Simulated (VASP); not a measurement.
# Cu (P6_3/mmc) in VASP: further runs

Runs on Cu. Level: PBE. Tasks: single point.

Program: VASP 6.6.1. These are calculated values, not measurements. Logs are shortened: lines on timing, memory, paths and dates and some standing lists are left out, and cuts for length are marked.

### 1 The cell of the first run

It takes space group P6_3/mmc (No. 194, hexagonal). The conventional cell has a = 2.601 Å, b = 2.601 Å, c = 8.495 Å, α = 90.00°, β = 90.00°, γ = 120.00°. Within 3.4 Å of Cu (site symmetry -3m) lie 12 Cu at 2.60 Å. Cu (site symmetry -6m2) has 12 Cu at 2.60 Å within 3.4 Å.

This isn't the form of Cu at room conditions, which is fcc.

### 2 Single point, PBE (12.45 Å³/atom)

INCAR reads:

```
SYSTEM = Cu
  PREC = Accurate
  ENCUT = 520
  EDIFF = 1E-6
  ISMEAR = -1
  SIGMA = 0.1
  LREAL = .False.
  LASPH = .True.
  NELM = 100
  ALGO = Normal
  ISIF = 2
  LWAVE = .False.
  LCHARG = .False.
  GGA = PE
  NBANDS = 30
```

KPOINTS reads:

```
Automatic mesh
0
Gamma
  16 16 5
  0 0 0
```

POSCAR reads:

```
Cu
1.0
    2.6012584631      0.0000000000      0.0000000000
   -1.3006292316      2.2527559109      0.0000000000
    0.0000000000      0.0000000000      8.4953532728
Cu
4
Direct
    1.0000000000      0.0000000000      0.0000000000
    1.0000000000      1.0000000000      0.5000000000
    0.3333333333      0.6666666667      0.2500000000
    0.6666666667      0.3333333333      0.7500000000
```

Potentials or basis: VASP PAW PBE potentials, release 64 (Cu).

Launch:

```bash
$ cat potpaw_PBE.64/Cu/POTCAR > POTCAR
$ mpirun -np 1 vasp_std > vasp.out
```

OUTCAR:

```text
SYSTEM = Cu
   PREC = Accurate
   ENCUT = 520
   EDIFF = 1E-6
   ISMEAR = -1
   LREAL = .False.
   LASPH = .True.
   NELM = 100
   ISIF = 2
   GGA = PE

 ion  position               nearest neighbor table
   1  0.000  0.000  0.000-   3 2.60   4 2.60   4 2.60   3 2.60   4 2.60   3 2.60
   2  0.000  0.000  0.500-   3 2.60   4 2.60   4 2.60   3 2.60   4 2.60   3 2.60
   3  0.333  0.667  0.250-   1 2.60   2 2.60   1 2.60   2 2.60   1 2.60   2 2.60
   4  0.667  0.333  0.750-   1 2.60   2 2.60   1 2.60   2 2.60   1 2.60   2 2.60

  LATTYP: Found a hexagonal cell.
 ALAT       =     2.6012584631
 C/A-ratio  =     3.2658628096

  Lattice vectors:

 A1 = (   2.6012584631,   0.0000000000,   0.0000000000)
 A2 = (  -1.3006292316,   2.2527559109,   0.0000000000)
 A3 = (   0.0000000000,   0.0000000000,   8.4953532728)

Analysis of symmetry for initial positions (statically):
=====================================================================
 Subroutine PRICEL returns:
 Original cell was already a primitive cell.

 Routine SETGRP: Setting up the symmetry group for a
 hexagonal supercell.

 Subroutine GETGRP returns: Found 24 space group operations
 (whereof 12 operations were pure point group operations)
 out of a pool of 24 trial point group operations.

The static configuration has the point symmetry D_3d.
 The point group associated with its full space group is D_6h.

Analysis of symmetry for dynamics (positions and initial velocities):
=====================================================================
 Subroutine PRICEL returns:
 Original cell was already a primitive cell.

 Routine SETGRP: Setting up the symmetry group for a
 hexagonal supercell.

 Subroutine GETGRP returns: Found 24 space group operations
 (whereof 12 operations were pure point group operations)
 out of a pool of 24 trial point group operations.

The dynamic configuration has the point symmetry D_3d.
 The point group associated with its full space group is D_6h.

 Subroutine INISYM returns: Found 24 space group operations
 (whereof 12 operations are pure point group operations),
 and found     1 'primitive' translations

----------------------------------------------------------------------------------------

                                     Primitive cell

  volume of cell :      49.7828

  direct lattice vectors                    reciprocal lattice vectors
     2.601258463  0.000000000  0.000000000     0.384429311  0.221950366  0.000000000
    -1.300629232  2.252755911  0.000000000     0.000000000  0.443900733  0.000000000
     0.000000000  0.000000000  8.495353273     0.000000000  0.000000000  0.117711409

  length of vectors
     2.601258463  2.601258463  8.495353273     0.443900733  0.443900733  0.117711409

  position of ions in fractional coordinates (direct lattice)
     0.000000000  0.000000000  0.000000000
     0.000000000  0.000000000  0.500000000
     0.333333333  0.666666667  0.250000000
     0.666666667  0.333333333  0.750000000

  ion indices of the primitive-cell ions
   primitive index   ion index
                 1           1
                 2           2
                 3           3
                 4           4

----------------------------------------------------------------------------------------

 KPOINTS: Automatic mesh

Automatic generation of k-mesh.
 Grid dimensions read from file:
 generate k-points for:   16   16    5

 Generating k-lattice:

  Cartesian coordinates                     Fractional coordinates (reciprocal lattice)
     0.024026832  0.013871898  0.000000000     0.062500000  0.000000000  0.000000000
     0.000000000  0.027743796  0.000000000     0.000000000  0.062500000  0.000000000
     0.000000000  0.000000000  0.023542282     0.000000000  0.000000000  0.200000000

  Length of vectors
     0.027743796  0.027743796  0.023542282

  Shift w.r.t. Gamma in fractional coordinates (k-lattice)
     0.000000000  0.000000000  0.000000000

 Subroutine IBZKPT returns following result:
 ===========================================

 Found     90 irreducible k-points:

 Following reciprocal coordinates:
            Coordinates               Weight
  0.000000  0.000000  0.000000      1.000000
  0.062500 -0.000000  0.000000      6.000000
  0.125000 -0.000000  0.000000      6.000000
  0.187500  0.000000  0.000000      6.000000
  0.250000 -0.000000  0.000000      6.000000
  0.312500 -0.000000  0.000000      6.000000
[... 16 lines left out ...]
  0.187500  0.187500  0.000000      6.000000
  0.250000  0.187500  0.000000     12.000000
 [... further k-points ...]
   k-points           NKPTS =     90   k-points in BZ     NKDIM =     90   number of bands    NBANDS=     30
   number of dos      NEDOS =    301   number of ions     NIONS =      4
   total plane-waves  NPLWV =  25600
   dimension x,y,z NGX =    20 NGY =   20 NGZ =   64
   dimension x,y,z NGXF=    40 NGYF=   40 NGZF=  128
   ions per type =               4
   NGX,Y,Z   is equivalent  to a cutoff of  12.78, 12.78, 12.52 a.u.
   NGXF,Y,Z  is equivalent  to a cutoff of  25.56, 25.56, 25.05 a.u.
 SYSTEM =  Cu
   PREC   = accura    normal or accurate (medium, high low for compatibility)
   ISTART =      0    job   : 0-new  1-cont  2-samecut
   ICHARG =      2    charge: 1-file 2-atom 10-const
   ISPIN  =      1    spin polarized calculation?
   LNONCOLLINEAR =      F non collinear calculations
   LSORBIT =      F    spin-orbit coupling
   LASPH  =      T    aspherical Exc in radial PAW
   ENCUT  =  520.0 eV  38.22 Ry    6.18 a.u.   4.84  4.84 15.80*2*pi/ulx,y,z
   NELM   =    100;   NELMIN=  2; NELMDL= -5     # of ELM steps
   EDIFF  = 0.1E-05   stopping-criterion for ELM
   LREAL  =      F    real-space projection
   EDIFFG = 0.1E-04   stopping-criterion for IOM
   NSW    =      0    number of steps for IOM
   IBRION =     -1    ionic relax: 0-MD 1-quasi-New 2-CG
   NFREE  =      0    steps in history (QN), initial steepest desc. (CG)
   ISIF   =      2    stress and relaxation
   ISYM   =      2    0-nonsym 1-usesym 2-fastsym
   POTIM  = 0.5000    time-step for ionic-motion
   TEBEG  =    0.0;   TEEND  =   0.0 temperature during run
   PSTRESS=    0.0 pullay stress
   NELECT =      44.0000    total number of electrons
   NUPDOWN=      -1.0000    fix difference up-down
   EMIN   =  10.00;   EMAX   =-10.00  energy-range for DOS
   EFERMI =   0.00;   METHOD = LEGACY
   ISMEAR =    -1;   SIGMA  =   0.10  broadening in eV -4-tet -1-fermi 0-gaus
   EFERMI_NEDOS =   21; number of points for ismear=-14 and -15
   IALGO  =     38    algorithm
   IMIX   =      4    mixing-type and parameters
     AMIX     =   0.40;   BMIX     =  1.00
     AMIX_MAG =   1.60;   BMIX_MAG =  1.00
  volume/ion in A,a.u.               =      12.45        83.99
  Fermi-wavevector in a.u.,A,eV,Ry     =   1.571084  2.968918 33.583320  2.468304
  Thomas-Fermi vector in A             =   2.672721
   LORBIT       =      0    0 simple, 1 ext, 2 COOP (PROOUT), +10 PAW based schemes
   GGA     = PE    functional components
   LHFCALC =     F    Hartree Fock is set to
   AEXX    =    0.0000 exact exchange contribution
   IVDW    =     0    specifies the selected vdW correction
   LEPSILON=     F    determine dielectric tensor
   LRPA    =     F    only Hartree local field effects (RPA)
 non-spin polarized calculation
  energy-cutoff  :      520.00
  volume of cell :       49.78
 maximum number of plane-waves:      1364
 NGX is ok and might be reduce to    20
   NGX =  9   NGY =  9   NGZ = 31

 number of electron      44.0000027 magnetization

 Free energy of the ion-electron system (eV)
  ---------------------------------------------------
  ext. energy  EPLUGINS =         0.00000000
  ---------------------------------------------------
  free energy    TOTEN  =       -14.89027497 eV

  energy without entropy =      -14.84529204  energy(sigma->0) =      -14.86778351

 E-fermi :   6.9176     XC(G=0): -12.4245

 val. band max:        6.9138617453   @ k =   0.2500   0.2500   0.4000
 cond. band min:       6.9189785927   @ k =   0.1875   0.1250   0.4000
 fundamental gap:      0.0051168474
 Fermi energy:         6.9176032548

 k-point     1 :       0.0000    0.0000    0.0000
  band No.  band energies     occupation
      1      -2.0060      2.00000
      2       0.0418      2.00000
      3       0.0486      2.00000
      4       2.1616      2.00000
      5       3.8582      2.00000
      6       3.8614      2.00000
[... 22 lines left out ...]
     29      28.0214      0.00000
     30      28.0239      0.00000

 k-point     2 :       0.0625   -0.0000    0.0000
  band No.  band energies     occupation
      1      -1.8841      2.00000
      2       0.1514      2.00000
      3       0.1582      2.00000
      4       2.2328      2.00000
      5       3.7997      2.00000
      6       3.8331      2.00000
[... 22 lines left out ...]
     29      26.7106      0.00000
     30      27.1257      0.00000

 k-point     3 :       0.1250   -0.0000    0.0000
  band No.  band energies     occupation
      1      -1.5227      2.00000
      2       0.4705      2.00000
      3       0.4771      2.00000
      4       2.4302      2.00000
      5       3.6763      2.00000
      6       3.7622      2.00000
[... 22 lines left out ...]
     29      24.5072      0.00000
     30      24.5271      0.00000

 k-point     4 :       0.1875    0.0000    0.0000
  band No.  band energies     occupation
      1      -0.9360      2.00000
      2       0.9624      2.00000
      3       0.9685      2.00000
      4       2.6969      2.00000
      5       3.5508      2.00000
      6       3.6580      2.00000
[... 616 lines left out ...]
     29      16.4967      0.00000
     30      16.9256      0.00000

 k-point    23 :       0.1875    0.1875    0.0000
  band No.  band energies     occupation
      1       0.9712      2.00000
      2       2.2393      2.00000
      3       2.2448      2.00000
      4       3.2116      2.00000
      5       3.2385      2.00000
      6       3.3511      2.00000
[... 22 lines left out ...]
     29      18.2796      0.00000
     30      18.4248      0.00000

 k-point    24 :       0.2500    0.1875    0.0000
  band No.  band energies     occupation
      1       1.8085      2.00000
      2       2.5590      2.00000
      3       2.5692      2.00000
      4       3.1497      2.00000
      5       3.1614      2.00000
      6       3.3657      2.00000
[... 22 lines left out ...]
     29      16.0370      0.00000
     30      17.6778      0.00000

 [... further k-points ...]

------------------------ aborting loop because EDIFF is reached ----------------------------------------

  FORCE on cell =-STRESS in cart. coord.  units (eV):
  Direction    XX          YY          ZZ          XY          YZ          ZX
  --------------------------------------------------------------------------------------
  -------------------------------------------------------------------------------------
  Total       -1.3408767     -1.3408767     -1.3346411      0.0000000     -0.0000000      0.0000000
  in kB      -43.1539298    -43.1539298    -42.9532462      0.0000000     -0.0000000      0.0000000
  external PRESSURE =     -43.0870353 kB  Pullay stress =       0.0000000 kB

 VOLUME and BASIS-vectors are now :
 -----------------------------------------------------------------------------
  energy-cutoff  :      520.00
  volume of cell :       49.78
      direct lattice vectors                 reciprocal lattice vectors
     2.601258463  0.000000000  0.000000000     0.384429311  0.221950366  0.000000000
    -1.300629232  2.252755911  0.000000000     0.000000000  0.443900733  0.000000000
     0.000000000  0.000000000  8.495353273     0.000000000  0.000000000  0.117711409

 POSITION                                       TOTAL-FORCE (eV/Angst)
 -----------------------------------------------------------------------------------
      0.00000      0.00000      0.00000        -0.000000      0.000000      0.000000
      0.00000      0.00000      4.24768        -0.000000      0.000000      0.000000
     -0.00000      1.50184      2.12384         0.000000      0.000000     -0.000000
      1.30063      0.75092      6.37151         0.000000     -0.000000      0.000000
 -----------------------------------------------------------------------------------
    total drift:                                0.000000     -0.000000      0.000000

  FREE ENERGIE OF THE ION-ELECTRON SYSTEM (eV)
  ---------------------------------------------------
  free  energy   TOTEN  =       -14.8902749734 eV

  energy  without entropy=      -14.8452920436  energy(sigma->0) =      -14.86778351
```

It took 55 s on 1 thread of Intel Xeon 6975P-C (Granite Rapids), shared host; peak memory 0.22 GiB.

What came out:

```yaml
Free_energy: -14.8903 eV
Pressure: -4.3 GPa
Band_gap_on_the_k_mesh: zero (bands 22 and 23 overlap by 5.08 eV)
```

Caveat: the cell stands under tension.

### 3 Single point, PBE (12.92 Å³/atom)

This run uses another cell than the first one, of 12.92 Å³/atom.

INCAR reads:

```
ALGO = Normal
EDIFF = 1E-6
ENCUT = 520
GGA = PE
ISIF = 2
ISMEAR = -1
LASPH = True
LCHARG = False
LREAL = False
LWAVE = False
NBANDS = 30
NELM = 100
PREC = Accurate
SIGMA = 0.1
```

KPOINTS reads:

```
k-points
0
Gamma
  16 16 5
```

POSCAR reads:

```
Cu
1.0
    2.6341892813      0.0000000000      0.0000000000
   -1.3170946407      2.2812748360      0.0000000000
    0.0000000000      0.0000000000      8.6029008073
Cu
4
Direct
    1.0000000000      0.0000000000      0.0000000000
    1.0000000000      1.0000000000      0.5000000000
    0.3333333333      0.6666666667      0.2500000000
    0.6666666667      0.3333333333      0.7500000000
```

Potentials or basis: VASP PAW PBE potentials, release 64 (Cu).

Launch:

```bash
$ cat potpaw_PBE.64/Cu/POTCAR > POTCAR
$ mpirun -np 1 vasp_std > vasp.out
```

It took 58 s on 1 thread of Intel Xeon 6975P-C (Granite Rapids), shared host; peak memory 0.23 GiB.

It converged, with:

```
Free energy            : -14.8139 eV
Pressure               : -8.3 GPa
Band gap on the k mesh : zero (bands 22 and 23 overlap by 4.97 eV)
```

Levels at points of the mesh, in eV from the Fermi level:
| k point | band 19 | band 20 | band 21 | band 22 | band 23 | band 24 | band 25 | band 26 |
| --- | --- | --- | --- | --- | --- | --- | --- | --- |
| (0.00, 0.00, 0.00) | -1.94 | -1.80 | -1.80 | -1.55 | -1.55 | -0.71 | 3.36 | 11.75 |
| (0.50, 0.00, 0.00) | -1.44 | -1.42 | -0.39 | 0.59 | 0.91 | 1.47 | 4.16 | 4.19 |

Caveat: the cell stands under tension.

### 4 Single point, PBE (13.40 Å³/atom)

This run uses another cell than the first one, of 13.40 Å³/atom.

INCAR reads:

```
PREC = Accurate ; ENCUT = 520
EDIFF = 1E-6 ; ISMEAR = -1
SIGMA = 0.1 ; LREAL = False
LASPH = True ; NELM = 60
ALGO = Normal ; ISIF = 2
LWAVE = False ; LCHARG = False
GGA = PE ; NBANDS = 30
```

KPOINTS reads:

```
Automatic mesh
0
Gamma
  16 16 5
```

POSCAR reads:

```
Cu
1.0
    2.6663167072      0.0000000000      0.0000000000
   -1.3331583536      2.3090980029      0.0000000000
    0.0000000000      0.0000000000      8.7078245725
Cu
4
Direct
    1.0000000000      0.0000000000      0.0000000000
    1.0000000000      1.0000000000      0.5000000000
    0.3333333333      0.6666666667      0.2500000000
    0.6666666667      0.3333333333      0.7500000000
```

Launch:

```bash
$ cat potpaw_PBE.64/Cu/POTCAR > POTCAR
$ mpirun -np 1 vasp_std > vasp.out
```

Wall time 65 s (1 thread of Intel Xeon 6975P-C (Granite Rapids), shared host); peak memory 0.23 GiB.

It converged, with:

```
Free energy            : -14.6961 eV
Pressure               : -11.3 GPa
Band gap on the k mesh : zero (bands 22 and 23 overlap by 4.88 eV)
```

Levels at points of the mesh, in eV from the Fermi level:
| k point | band 18 | band 19 | band 20 | band 21 | band 22 | band 23 | band 24 | band 25 | band 26 | band 27 |
| --- | --- | --- | --- | --- | --- | --- | --- | --- | --- | --- |
| (0.00, 0.00, 0.00) | -1.89 | -1.89 | -1.76 | -1.76 | -1.52 | -1.52 | -0.61 | 3.20 | 11.46 | 11.46 |
| (0.50, 0.00, 0.00) | -1.42 | -1.41 | -1.40 | -0.32 | 0.64 | 0.88 | 1.43 | 3.99 | 4.02 | 7.92 |

Caveat: the cell stands under tension.

### 5 The runs side by side

```csv
cell,gap on the mesh (eV),pressure (GPa)
"a = 2.601, b = 2.601, c = 8.495 Å, angles 90.0, 90.0, 120.0°, 4 atoms",none,-4.3
"a = 2.634, b = 2.634, c = 8.603 Å, angles 90.0, 90.0, 120.0°, 4 atoms",none,-8.3
"a = 2.666, b = 2.666, c = 8.708 Å, angles 90.0, 90.0, 120.0°, 4 atoms",none,-11.3
```

Alike in all rows: task single point; level PBE; potentials or basis VASP PAW PBE potentials, release 64 (Cu); no spin polarisation; k mesh 16 × 16 × 5; cutoff (eV) 520; smearing fermi-dirac 0.1 eV.

Caveats: the cell stands under tension.

Total energies depend on the potentials used, so only differences within one code and one set of settings carry meaning.
